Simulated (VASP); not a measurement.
# Zr (Im-3m) in VASP: a series of runs, part 2 of 2

VASP 6.6.1.

## Step 4: Electric field gradients, PBEsol (volume scaled by 1.05)

File INCAR:

```
SYSTEM = Zr
  PREC = Accurate
  ENCUT = 520
  EDIFF = 1E-8
  ISMEAR = -1
  SIGMA = 0.08
  LREAL = .False.
  LASPH = .True.
  NELM = 100
  ALGO = Normal
  ISIF = 2
  LWAVE = .False.
  LCHARG = .False.
  GGA = PS
  LEFG = .True.
  NBANDS = 12
```

File KPOINTS:

```
regular mesh
0
Gamma
  14 14 14
  0 0 0
```

File POSCAR:

```
Zr
1.0
   -1.8396774058      1.8396774058      1.8396774058
    1.8396774058     -1.8396774058      1.8396774058
    1.8396774058      1.8396774058     -1.8396774058
Zr
1
Direct
    0.0000000000      0.0000000000      0.0000000000
```

Potentials or basis: VASP PAW PBE potentials, release 64 (Zr_sv).

The run is started by

```
> cat potpaw_PBE.64/Zr_sv/POTCAR > POTCAR
> mpirun -np 1 vasp_std > vasp.out
```

OUTCAR:

```text
SYSTEM = Zr
   PREC = Accurate
   ENCUT = 520
   EDIFF = 1E-8
   ISMEAR = -1
   LREAL = .False.
   LASPH = .True.
   NELM = 100
   ISIF = 2
   GGA = PS

 ion  position               nearest neighbor table
   1  0.000  0.000  0.000-

  LATTYP: Found a body centered cubic cell.
 ALAT       =     3.6793548116

  Lattice vectors:

 A1 = (  -1.8396774058,   1.8396774058,   1.8396774058)
 A2 = (   1.8396774058,  -1.8396774058,   1.8396774058)
 A3 = (   1.8396774058,   1.8396774058,  -1.8396774058)

Analysis of symmetry for initial positions (statically):
=====================================================================
 Subroutine PRICEL returns:
 Original cell was already a primitive cell.

 Routine SETGRP: Setting up the symmetry group for a
 body centered cubic supercell.

 Subroutine GETGRP returns: Found 48 space group operations
 (whereof 48 operations were pure point group operations)
[... 539 lines left out ...]

 VOLUME and BASIS-vectors are now :
 -----------------------------------------------------------------------------
  energy-cutoff  :      520.00
  volume of cell :       24.90
      direct lattice vectors                 reciprocal lattice vectors
    -1.839677406  1.839677406  1.839677406     0.000000000  0.271786781  0.271786781
     1.839677406 -1.839677406  1.839677406     0.271786781  0.000000000  0.271786781
     1.839677406  1.839677406 -1.839677406     0.271786781  0.271786781  0.000000000

 POSITION                                       TOTAL-FORCE (eV/Angst)
 -----------------------------------------------------------------------------------
      0.00000      0.00000      0.00000        -0.000000      0.000000     -0.000000
 -----------------------------------------------------------------------------------
    total drift:                                0.000000      0.000000     -0.000000

  FREE ENERGIE OF THE ION-ELECTRON SYSTEM (eV)
  ---------------------------------------------------
  free  energy   TOTEN  =        -8.9326489526 eV

  energy  without entropy=       -8.8880276961  energy(sigma->0) =       -8.91033832

 Electric field gradients (V/A^2)
---------------------------------------------------------------------
 ion       V_xx      V_yy      V_zz      V_xy      V_xz      V_yz
---------------------------------------------------------------------
   1       0.000    -0.000     0.000    -0.000    -0.000    -0.000
---------------------------------------------------------------------

 Electric field gradients after diagonalization (V/A^2)
 (convention: |V_zz| > |V_xx| > |V_yy|)
----------------------------------------------------------------------
 ion       V_xx      V_yy      V_zz     asymmetry (V_yy - V_xx)/ V_zz
----------------------------------------------------------------------
   1       0.000     0.000    -0.000       0.000
----------------------------------------------------------------------

           NMR quadrupolar parameters

 Cq : quadrupolar parameter    Cq=e*Q*V_zz/h
 eta: asymmetry parameters     (V_yy - V_xx)/ V_zz
 Q  : nuclear electric quadrupole moment in mb (millibarn)
----------------------------------------------------------------------
 ion       Cq(MHz)       eta       Q (mb)
----------------------------------------------------------------------
   1      -0.000       0.000       1.000
----------------------------------------------------------------------
```

stdout:

```text
POSCAR found type information on POSCAR Zr
 POSCAR found :  1 types and       1 ions
 scaLAPACK will be used
 -----------------------------------------------------------------------------
|                                                                             |
|                                                                             |
|     You enforced a specific xc type in the INCAR file but a different       |
|     I HOPE YOU KNOW WHAT YOU ARE DOING!                                     |
|                                                                             |
 -----------------------------------------------------------------------------

 LDA part: xc-table for (Slater+PW92), standard interpolation
 POSCAR, INCAR and KPOINTS ok, starting setup
 FFT: planning ... GRIDC
 FFT: planning ... GRID_SOFT
 FFT: planning ... GRID
 WAVECAR not read
 entering main loop
ion   1
```

It took 19 s on 1 thread of Intel Xeon Platinum 8259CL at 2.50GHz (Skylake/Cascade Lake), shared host; peak memory 0.16 GiB.

What came out:

```
Free energy            : -8.9326 eV
Pressure               : -9.8 GPa
Band gap on the k mesh : zero (band 6 reaches 8.94 eV, above the bottom of band 7 at 7.27 eV)
```

Levels at points of the mesh, in eV from the Fermi level:
```csv
k point,band 4,band 5,band 6,band 7,band 8,band 9
"(0.00, 0.00, 0.00)",-26.16,-5.26,1.08,1.08,1.08,3.38
"(0.50, 0.00, 0.00)",-26.16,-2.61,-0.56,1.35,3.34,3.96
"(0.50, 0.50, 0.50)",-26.70,-2.27,-2.27,5.23,5.23,5.23
```

Caveat: without QUAD_EFG the Cq values of the log hold for a quadrupole moment of 1 mb, not for the nuclei; the PAW data sets were made with another functional, which shifts forces and pressure a little.

## Step 5: Electric field gradients, PBEsol (volume scaled by 1.05)

File INCAR:

```
PREC     = Accurate       # precision mode
ENCUT    = 520            # plane-wave cutoff, eV
EDIFF    = 1E-8           # SCF threshold, eV
ISMEAR   = -1             # smearing method
SIGMA    = 0.08           # smearing width, eV
LREAL    = F              # projectors in reciprocal space
LASPH    = T              # aspherical terms in the spheres
NELM     = 80             # most SCF steps
ALGO     = Normal         # electronic algorithm
ISIF     = 2              # what is computed and relaxed
LWAVE    = F              # write WAVECAR
LCHARG   = F              # write CHGCAR
GGA      = PS             # functional
LEFG     = T            
NBANDS   = 12             # bands
```

File KPOINTS:

```
Automatic mesh
0
Gamma
  14 14 14
```

POSCAR is that of step 4.

Potentials or basis: VASP PAW PBE potentials, release 64 (Zr_sv).

The run is started by

```
> cat potpaw_PBE.64/Zr_sv/POTCAR > POTCAR
> mpirun -np 1 vasp_std > vasp.out
```

OUTCAR:

```text
PREC = Accurate
   ENCUT = 520
   EDIFF = 1E-8
   ISMEAR = -1
   LREAL = F
   LASPH = T
   NELM = 80
   ISIF = 2
   GGA = PS

 ion  position               nearest neighbor table
   1  0.000  0.000  0.000-

  LATTYP: Found a body centered cubic cell.
 ALAT       =     3.6793548116

  Lattice vectors:

 A1 = (  -1.8396774058,   1.8396774058,   1.8396774058)
 A2 = (   1.8396774058,  -1.8396774058,   1.8396774058)
[... 565 lines left out ...]
    total drift:                                0.000000      0.000000     -0.000000

  FREE ENERGIE OF THE ION-ELECTRON SYSTEM (eV)
  ---------------------------------------------------
  free  energy   TOTEN  =        -8.9326489526 eV

  energy  without entropy=       -8.8880276961  energy(sigma->0) =       -8.91033832

 Electric field gradients (V/A^2)
---------------------------------------------------------------------
 ion       V_xx      V_yy      V_zz      V_xy      V_xz      V_yz
---------------------------------------------------------------------
   1       0.000    -0.000     0.000    -0.000    -0.000    -0.000
---------------------------------------------------------------------

 Electric field gradients after diagonalization (V/A^2)
 (convention: |V_zz| > |V_xx| > |V_yy|)
----------------------------------------------------------------------
 ion       V_xx      V_yy      V_zz     asymmetry (V_yy - V_xx)/ V_zz
----------------------------------------------------------------------
   1       0.000     0.000    -0.000       0.000
----------------------------------------------------------------------

           NMR quadrupolar parameters

 Cq : quadrupolar parameter    Cq=e*Q*V_zz/h
 eta: asymmetry parameters     (V_yy - V_xx)/ V_zz
 Q  : nuclear electric quadrupole moment in mb (millibarn)
----------------------------------------------------------------------
 ion       Cq(MHz)       eta       Q (mb)
----------------------------------------------------------------------
   1      -0.000       0.000       1.000
----------------------------------------------------------------------
```

Wall time 19 s (1 thread of Intel Xeon Platinum 8259CL at 2.50GHz (Skylake/Cascade Lake), shared host); peak memory 0.15 GiB.

What came out:

- Free energy: -8.9326 eV
- Pressure: -9.8 GPa
- Band gap on the k mesh: zero (band 6 reaches 8.94 eV, above the bottom of band 7 at 7.27 eV)

Caveat: without QUAD_EFG the Cq values of the log hold for a quadrupole moment of 1 mb, not for the nuclei; the PAW data sets were made with another functional, which shifts forces and pressure a little.

## Step 6: Summary

| cell | gap on the mesh (eV) | pressure (GPa) |
| --- | --- | --- |
| a = 3.145 Å, angles 109.5°, 1 atom | none | -7.3 |
| a = 3.176 Å, angles 109.5°, 1 atom | none | -9.2 |
| a = 3.186 Å, angles 109.5°, 1 atom | none | -9.8 |

Alike in all rows: task electric field gradients; level PBEsol; potentials or basis VASP PAW PBE potentials, release 64 (Zr_sv); no spin polarisation; k mesh 14 × 14 × 14; cutoff (eV) 520; smearing fermi-dirac 0.08 eV.

Caveats: the PAW data sets were made with another functional, which shifts forces and pressure a little.

Total energies depend on the potentials used, so only differences within one code and one set of settings carry meaning.
